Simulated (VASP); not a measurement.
Runs of VASP 6.6.1 on Al2Rh. The structure is that of space group P6_3/mmc (No. 194), or close to it. The cells are those of the table. 

```csv
task,spin,cell,k mesh,cutoff (eV),gap on the mesh (eV),pressure (GPa)
single point,off,"a = 4.330, b = 4.330, c = 5.356 Å, angles 90.0, 90.0, 120.0°, 6 atoms",6 × 6 × 4,520,none,-0.1
single point,"collinear, ferromagnetic start","a = 4.330, b = 4.330, c = 5.356 Å, angles 90.0, 90.0, 120.0°, 6 atoms",6 × 6 × 4,520,none,0.0
single point,off,"a = 4.476, b = 4.476, c = 5.619 Å, angles 90.0, 90.0, 120.0°, 6 atoms",6 × 6 × 4,520,none,(a)
single point,off,"a = 4.332, b = 4.332, c = 5.344 Å, angles 90.0, 90.0, 120.0°, 6 atoms",12 × 12 × 8,520,none,0.0
relaxation of cell and atoms,off,"relaxed from a = 4.476, b = 4.476, c = 5.619 Å, angles 90.0, 90.0, 120.0°, 6 atoms",6 × 6 × 4,600,none,0.2
```

Alike in all rows: level PBE; potentials or basis VASP PAW PBE potentials, release 64 (Al, Rh_pv); smearing gaussian 0.1 eV.

Problem. Fill in the values left out.

Solution. (a) -13.2.

A k mesh can miss the band edges, and the runs leave out spin-orbit coupling on Rh.

A gap of «none» marks levels without a gap at the run's occupations.
